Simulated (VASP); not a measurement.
# AlN (AlN (P6_3mc)) (P6_3mc) in VASP: single point with PBE

Aim: the single point of AlN (AlN (P6_3mc)) with PBE.

Program: VASP 6.6.1. These are calculated values, not measurements. Logs are shortened: lines on timing, memory, paths and dates and some standing lists are left out, and cuts for length are marked.

### Step 1. The cell of the first run

The structure is hexagonal, space group P6_3mc (No. 186). The conventional cell has a = 3.130 Å, b = 3.130 Å, c = 5.017 Å, α = 90.00°, β = 90.00°, γ = 120.00°. Al (site symmetry 3m) has 4 N at 1.90 to 1.91 Å within 2.5 Å. N (site symmetry 3m) has 4 Al at 1.90 to 1.91 Å within 2.5 Å.

### Step 2. Single point, PBE

Contents of INCAR:

```
SYSTEM = AlN
ALGO = Normal ; EDIFF = 1E-6
ENCUT = 520 ; GGA = PE
ISIF = 2 ; ISMEAR = 0
LASPH = .True. ; LCHARG = .False.
LREAL = Auto ; LWAVE = .False.
NBANDS = 46 ; NELM = 60
PREC = Accurate ; SIGMA = 0.01
```

Contents of KPOINTS:

```
k-points
0
Gamma
  2 2 3
  0 0 0
```

Contents of POSCAR:

```
AlN
1.0
    6.2595139150      0.0000000574      0.0000000000
   -3.1297570072      5.4208980363      0.0000000000
    0.0000000000      0.0000000000      5.0174032967
Al N
8 8
Direct
    0.3333333333      0.1666666667      0.4992353700
    0.1666666667      0.3333333333      0.9992353700
    0.3333333333      0.6666666667      0.4992353700
    0.1666666667      0.8333333333      0.9992353700
    0.8333333333      0.1666666667      0.4992353700
    0.6666666667      0.3333333333      0.9992353700
    0.8333333333      0.6666666667      0.4992353700
    0.6666666667      0.8333333333      0.9992353700
    0.3333333333      0.1666666667      0.8807646300
    0.1666666667      0.3333333333      0.3807646300
    0.3333333333      0.6666666667      0.8807646300
    0.1666666667      0.8333333333      0.3807646300
    0.8333333333      0.1666666667      0.8807646300
    0.6666666667      0.3333333333      0.3807646300
    0.8333333333      0.6666666667      0.8807646300
    0.6666666667      0.8333333333      0.3807646300
```

Potentials or basis: VASP PAW PBE potentials, release 64 (Al, N).

On the command line:

```console
> cat potpaw_PBE.64/Al/POTCAR potpaw_PBE.64/N/POTCAR > POTCAR
> mpirun -np 1 vasp_std > vasp.out
```

OUTCAR:

```text
SYSTEM = AlN
   EDIFF = 1E-6
   ENCUT = 520
   GGA = PE
   ISIF = 2
   ISMEAR = 0
   LASPH = .True.
   LREAL = Auto
   NELM = 60
   PREC = Accurate

 ion  position               nearest neighbor table
   1  0.333  0.167  0.499-  10 1.90  12 1.90  14 1.90   9 1.91   2 3.09   2 3.09   4 3.09   4 3.09
                             6 3.09   6 3.09   3 3.13   3 3.13   7 3.13   7 3.13   5 3.13   5 3.13
   2  0.167  0.333  0.999-   9 1.90  11 1.90  13 1.90  10 1.91   1 3.09   1 3.09   3 3.09   3 3.09
                             5 3.09   5 3.09   4 3.13   4 3.13   8 3.13   8 3.13   6 3.13   6 3.13
   3  0.333  0.667  0.499-  12 1.90  10 1.90  16 1.90  11 1.91   4 3.09   4 3.09   2 3.09   2 3.09
                             8 3.09   8 3.09   1 3.13   1 3.13   5 3.13   5 3.13   7 3.13   7 3.13
   4  0.167  0.833  0.999-  11 1.90   9 1.90  15 1.90  12 1.91   3 3.09   3 3.09   1 3.09   1 3.09
                             7 3.09   7 3.09   2 3.13   2 3.13   6 3.13   6 3.13   8 3.13   8 3.13
   5  0.833  0.167  0.499-  14 1.90  16 1.90  10 1.90  13 1.91   6 3.09   6 3.09   8 3.09   8 3.09
                             2 3.09   2 3.09   7 3.13   7 3.13   3 3.13   3 3.13   1 3.13   1 3.13
   6  0.667  0.333  0.999-  13 1.90  15 1.90   9 1.90  14 1.91   5 3.09   5 3.09   7 3.09   7 3.09
                             1 3.09   1 3.09   8 3.13   8 3.13   4 3.13   4 3.13   2 3.13   2 3.13
   7  0.833  0.667  0.499-  16 1.90  14 1.90  12 1.90  15 1.91   8 3.09   8 3.09   6 3.09   6 3.09
                             4 3.09   4 3.09   5 3.13   5 3.13   1 3.13   1 3.13   3 3.13   3 3.13
   8  0.667  0.833  0.999-  15 1.90  13 1.90  11 1.90  16 1.91   7 3.09   7 3.09   5 3.09   5 3.09
                             3 3.09   3 3.09   6 3.13   6 3.13   2 3.13   2 3.13   4 3.13   4 3.13
   9  0.333  0.167  0.881-   2 1.90   4 1.90   6 1.90   1 1.91
  10  0.167  0.333  0.381-   1 1.90   3 1.90   5 1.90   2 1.91
  11  0.333  0.667  0.881-   4 1.90   2 1.90   8 1.90   3 1.91
  12  0.167  0.833  0.381-   3 1.90   1 1.90   7 1.90   4 1.91
  13  0.833  0.167  0.881-   6 1.90   8 1.90   2 1.90   5 1.91
  14  0.667  0.333  0.381-   5 1.90   7 1.90   1 1.90   6 1.91
  15  0.833  0.667  0.881-   8 1.90   6 1.90   4 1.90   7 1.91
  16  0.667  0.833  0.381-   7 1.90   5 1.90   3 1.90   8 1.91

  LATTYP: Found a hexagonal cell.
 ALAT       =     6.2595139150
 C/A-ratio  =     0.8015643650

  Lattice vectors:

 A1 = (   6.2595139150,   0.0000000574,   0.0000000000)
 A2 = (  -3.1297570072,   5.4208980363,   0.0000000000)
 A3 = (   0.0000000000,   0.0000000000,   5.0174032967)

Analysis of symmetry for initial positions (statically):
=====================================================================
 Subroutine PRICEL returns following result:

  LATTYP: Found a hexagonal cell.
 ALAT       =     3.1297569575
 C/A-ratio  =     1.6031287301

  Lattice vectors:

 A1 = (   3.1297569575,   0.0000000287,   0.0000000000)
 A2 = (  -1.5648785036,   2.7104490181,   0.0000000000)
 A3 = (   0.0000000000,   0.0000000000,   5.0174032967)

   4 primitive cells build up your supercell.

 Routine SETGRP: Setting up the symmetry group for a
 hexagonal supercell.

 Subroutine GETGRP returns: Found 12 space group operations
 (whereof  6 operations were pure point group operations)
 out of a pool of 24 trial point group operations.

The static configuration has the point symmetry C_3v.
 The point group associated with its full space group is C_6v.

Analysis of symmetry for dynamics (positions and initial velocities):
=====================================================================
 Subroutine PRICEL returns following result:

  LATTYP: Found a hexagonal cell.
 ALAT       =     3.1297569575
 C/A-ratio  =     1.6031287301

  Lattice vectors:

 A1 = (   3.1297569575,   0.0000000287,   0.0000000000)
 A2 = (  -1.5648785036,   2.7104490181,   0.0000000000)
 A3 = (   0.0000000000,   0.0000000000,   5.0174032967)

   4 primitive cells build up your supercell.

 Routine SETGRP: Setting up the symmetry group for a
 hexagonal supercell.

 Subroutine GETGRP returns: Found 12 space group operations
 (whereof  6 operations were pure point group operations)
 out of a pool of 24 trial point group operations.

The dynamic configuration has the point symmetry C_3v.
 The point group associated with its full space group is C_6v.

 Subroutine INISYM returns: Found 12 space group operations
 (whereof  6 operations are pure point group operations),
 and found     4 'primitive' translations

----------------------------------------------------------------------------------------

                                     Primitive cell

  volume of cell :      42.5629

  direct lattice vectors                    reciprocal lattice vectors
     3.129756958  0.000000029  0.000000000     0.319513626  0.184471282  0.000000000
    -1.564878504  2.710449018  0.000000000    -0.000000003  0.368942558  0.000000000
     0.000000000  0.000000000  5.017403297     0.000000000  0.000000000  0.199306283

  length of vectors
     3.129756958  3.129756957  5.017403297     0.368942558  0.368942558  0.199306283

  position of ions in fractional coordinates (direct lattice)
     0.666666667  0.333333333  0.499235370
     0.333333333  0.666666667  0.999235370
     0.666666667  0.333333333  0.880764630
     0.333333333  0.666666667  0.380764630

  ion indices of the primitive-cell ions
   primitive index   ion index
                 1           1
                 2           2
                 3           9
                 4          10

----------------------------------------------------------------------------------------

 KPOINTS: k-points

Automatic generation of k-mesh.
 Grid dimensions read from file:
 generate k-points for:    2    2    3

 Generating k-lattice:

  Cartesian coordinates                     Fractional coordinates (reciprocal lattice)
     0.079878407  0.046117821  0.000000000     0.500000000  0.000000000  0.000000000
    -0.000000001  0.092235640  0.000000000     0.000000000  0.500000000  0.000000000
     0.000000000  0.000000000  0.066435428     0.000000000  0.000000000  0.333333333

  Length of vectors
     0.092235640  0.092235640  0.066435428

  Shift w.r.t. Gamma in fractional coordinates (k-lattice)
     0.000000000  0.000000000  0.000000000

 Subroutine IBZKPT returns following result:
 ===========================================

 Found      4 irreducible k-points:

 Following reciprocal coordinates:
            Coordinates               Weight
  0.000000  0.000000  0.000000      1.000000
  0.500000  0.000000  0.000000      3.000000
  0.000000  0.000000  0.333333      2.000000
  0.500000  0.000000  0.333333      6.000000
   k-points           NKPTS =      4   k-points in BZ     NKDIM =      4   number of bands    NBANDS=     46
   number of dos      NEDOS =    301   number of ions     NIONS =     16
   total plane-waves  NPLWV =  92160
   dimension x,y,z NGX =    48 NGY =   48 NGZ =   40
   dimension x,y,z NGXF=    96 NGYF=   96 NGZF=   80
   ions per type =               8   8
   NGX,Y,Z   is equivalent  to a cutoff of  12.75, 12.75, 13.25 a.u.
   NGXF,Y,Z  is equivalent  to a cutoff of  25.50, 25.50, 26.51 a.u.
 SYSTEM =  AlN
   PREC   = accura    normal or accurate (medium, high low for compatibility)
   ISTART =      0    job   : 0-new  1-cont  2-samecut
   ICHARG =      2    charge: 1-file 2-atom 10-const
   ISPIN  =      1    spin polarized calculation?
   LNONCOLLINEAR =      F non collinear calculations
   LSORBIT =      F    spin-orbit coupling
   LASPH  =      T    aspherical Exc in radial PAW
   ENCUT  =  520.0 eV  38.22 Ry    6.18 a.u.  11.64 11.64  9.33*2*pi/ulx,y,z
   NELM   =     60;   NELMIN=  2; NELMDL= -5     # of ELM steps
   EDIFF  = 0.1E-05   stopping-criterion for ELM
   LREAL  =      T    real-space projection
   EDIFFG = 0.1E-04   stopping-criterion for IOM
   NSW    =      0    number of steps for IOM
   IBRION =     -1    ionic relax: 0-MD 1-quasi-New 2-CG
   NFREE  =      0    steps in history (QN), initial steepest desc. (CG)
   ISIF   =      2    stress and relaxation
   ISYM   =      2    0-nonsym 1-usesym 2-fastsym
   POTIM  = 0.5000    time-step for ionic-motion
   TEBEG  =    0.0;   TEEND  =   0.0 temperature during run
   PSTRESS=    0.0 pullay stress
   NELECT =      64.0000    total number of electrons
   NUPDOWN=      -1.0000    fix difference up-down
   EMIN   =  10.00;   EMAX   =-10.00  energy-range for DOS
   EFERMI =   0.00;   METHOD = LEGACY
   ISMEAR =     0;   SIGMA  =   0.01  broadening in eV -4-tet -1-fermi 0-gaus
   EFERMI_NEDOS =   21; number of points for ismear=-14 and -15
   IALGO  =     38    algorithm
   IMIX   =      4    mixing-type and parameters
     AMIX     =   0.40;   BMIX     =  1.00
     AMIX_MAG =   1.60;   BMIX_MAG =  1.00
  volume/ion in A,a.u.               =      10.64        71.81
  Fermi-wavevector in a.u.,A,eV,Ry     =   1.181511  2.232733 18.993310  1.395969
  Thomas-Fermi vector in A             =   2.317783
   LORBIT       =      0    0 simple, 1 ext, 2 COOP (PROOUT), +10 PAW based schemes
   GGA     = PE    functional components
   LHFCALC =     F    Hartree Fock is set to
   AEXX    =    0.0000 exact exchange contribution
   IVDW    =     0    specifies the selected vdW correction
   LEPSILON=     F    determine dielectric tensor
   LRPA    =     F    only Hartree local field effects (RPA)
 non-spin polarized calculation
 Gauss-broadening in eV      SIGMA  =   0.01
  energy-cutoff  :      520.00
  volume of cell :      170.25
 maximum number of plane-waves:      4626
 NGX is ok and might be reduce to    48
   NGX = 23   NGY = 23   NGZ = 19

 number of electron      63.9999991 magnetization

 Free energy of the ion-electron system (eV)
  ---------------------------------------------------
  ext. energy  EPLUGINS =         0.00000000
  ---------------------------------------------------
  free energy    TOTEN  =      -118.99133887 eV

  energy without entropy =     -118.99133887  energy(sigma->0) =     -118.99133887

 E-fermi :   6.0376     XC(G=0): -10.8253

 val. band max:        5.9818190128   @ k =   0.0000   0.0000   0.0000
 cond. band min:      10.0241780925   @ k =   0.0000   0.0000   0.0000
 fundamental gap:      4.0423590797
 Fermi energy:         6.0375575048

 k-point     1 :       0.0000    0.0000    0.0000
  band No.  band energies     occupation
      1      -9.0909      2.00000
      2      -7.1738      2.00000
      3      -7.1738      2.00000
      4      -7.1738      2.00000
      5      -7.0042      2.00000
      6      -6.4974      2.00000
[... 36 lines left out ...]
     43      14.0008      0.00000
     44      16.1248      0.00000

 k-point     2 :       0.5000    0.0000    0.0000
  band No.  band energies     occupation
      1      -8.3584      2.00000
      2      -8.3584      2.00000
      3      -7.2649      2.00000
      4      -7.2649      2.00000
      5      -6.6429      2.00000
      6      -6.6429      2.00000
[... 36 lines left out ...]
     43      14.7510      0.00000
     44      14.7510      0.00000

 k-point     3 :       0.0000    0.0000    0.3333
  band No.  band energies     occupation
      1      -8.6861      2.00000
      2      -7.6820      2.00000
      3      -6.9892      2.00000
      4      -6.9892      2.00000
      5      -6.9892      2.00000
      6      -6.6454      2.00000
[... 36 lines left out ...]
     43      14.9051      0.00000
     44      15.6079      0.00000

 k-point     4 :       0.5000    0.0000    0.3333
  band No.  band energies     occupation
      1      -8.0036      2.00000
      2      -8.0036      2.00000
      3      -7.1637      2.00000
      4      -7.1637      2.00000
      5      -7.0511      2.00000
      6      -7.0511      2.00000
[... 36 lines left out ...]
     43      14.7088      0.00000
     44      14.7088      0.00000
 [bands above 44 left out]

------------------------ aborting loop because EDIFF is reached ----------------------------------------

  FORCE on cell =-STRESS in cart. coord.  units (eV):
  Direction    XX          YY          ZZ          XY          YZ          ZX
  --------------------------------------------------------------------------------------
  -------------------------------------------------------------------------------------
  Total       -0.0981857     -0.0981857     -0.4272357     -0.0000000      0.0000000     -0.0000000
  in kB       -0.9239916     -0.9239916     -4.0205664     -0.0000000      0.0000000     -0.0000000
  external PRESSURE =      -1.9561832 kB  Pullay stress =       0.0000000 kB

 VOLUME and BASIS-vectors are now :
 -----------------------------------------------------------------------------
  energy-cutoff  :      520.00
  volume of cell :      170.25
      direct lattice vectors                 reciprocal lattice vectors
     6.259513915  0.000000057  0.000000000     0.159756813  0.092235641  0.000000000
    -3.129757007  5.420898036  0.000000000    -0.000000002  0.184471279  0.000000000
     0.000000000  0.000000000  5.017403297     0.000000000  0.000000000  0.199306283

 POSITION                                       TOTAL-FORCE (eV/Angst)
 -----------------------------------------------------------------------------------
      1.56488      0.90348      2.50487        -0.000000     -0.000000     -0.012269
     -0.00000      1.80697      5.01357        -0.000000      0.000000     -0.012269
     -0.00000      3.61393      2.50487        -0.000000     -0.000000     -0.012269
     -1.56488      4.51742      5.01357        -0.000000      0.000000     -0.012269
      4.69464      0.90348      2.50487        -0.000000     -0.000000     -0.012269
      3.12976      1.80697      5.01357        -0.000000      0.000000     -0.012269
[... 8 lines left out ...]
      3.12976      3.61393      4.41915        -0.000000     -0.000000      0.012269
      1.56488      4.51742      1.91045         0.000000      0.000000      0.012269
 -----------------------------------------------------------------------------------
    total drift:                               -0.000000     -0.000000      0.035526

  FREE ENERGIE OF THE ION-ELECTRON SYSTEM (eV)
  ---------------------------------------------------
  free  energy   TOTEN  =      -118.9913388726 eV

  energy  without entropy=     -118.9913388726  energy(sigma->0) =     -118.99133887
```

Wall time 50 s (1 thread of Intel Xeon Platinum 8259CL at 2.50GHz (Skylake/Cascade Lake), shared host); peak memory 0.29 GiB.

What came out:

```yaml
Free_energy: -118.9913 eV
Pressure: -0.2 GPa
Largest_force: 0.012 eV/Å
Band_gap_on_the_k_mesh: 4.04 eV
```

Forces on the atoms (eV/Å):
```
Al   0.000  0.000 -0.012
Al   0.000  0.000 -0.012
Al   0.000  0.000 -0.012
Al   0.000  0.000 -0.012
Al   0.000  0.000 -0.012
Al   0.000  0.000 -0.012
Al   0.000  0.000 -0.012
Al   0.000  0.000 -0.012
N    0.000  0.000  0.012
N    0.000  0.000  0.012
N    0.000  0.000  0.012
N    0.000  0.000  0.012
N    0.000  0.000  0.012
N    0.000  0.000  0.012
N    0.000  0.000  0.012
N    0.000  0.000  0.012
```

Caveat: the k points lie up to 0.58 Å⁻¹ apart. Expect the measured gap to be larger: semilocal functionals such as PBE lack the derivative discontinuity.
